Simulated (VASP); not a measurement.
Input of a VASP 6.6.1 run:

INCAR

```
PREC     = Accurate       # precision mode
ENCUT    = 500            # plane-wave cutoff, eV
EDIFF    = 1E-7           # SCF threshold, eV
ISMEAR   = 0              # smearing method
SIGMA    = 0.02           # smearing width, eV
LREAL    = F              # projectors in reciprocal space
LASPH    = T              # aspherical terms in the spheres
NELM     = 120            # most SCF steps
ALGO     = Normal         # electronic algorithm
ISIF     = 3              # what is computed and relaxed
LWAVE    = F              # write WAVECAR
LCHARG   = F              # write CHGCAR
GGA      = PE             # functional
IBRION   = 2              # ionic algorithm
NSW      = 100            # ionic steps
EDIFFG   = -0.002         # ionic threshold
GGA_COMPAT= F            
NELMIN   = 4
```

KPOINTS

```
regular mesh
0
Gamma
  8 8 8
```

POSCAR

```
AlAs
1.0
    0.0000000000      2.8304000000      2.8304000000
    2.8304000000      0.0000000000      2.8304000000
    2.8304000000      2.8304000000      0.0000000000
Al As
1 1
Direct
    0.0000000000      0.0000000000      0.0000000000
    0.2500000000      0.2500000000      0.2500000000
```

Potentials or basis: VASP PAW PBE potentials, release 64 (Al, As).

Command:

```sh
$ cat potpaw_PBE.64/Al/POTCAR potpaw_PBE.64/As/POTCAR > POTCAR
$ mpirun -np 1 vasp_std > vasp.out
```

(1) Estimate the relaxed cell.

(2) What does it give for the band gap on the k mesh?

Results:

(1) a = 4.054 Å, b = 4.054 Å, c = 4.054 Å, α = 60.00°, β = 60.00°, γ = 60.00°.

(2) 1.50 eV, indirect (least direct gap 1.76 eV).
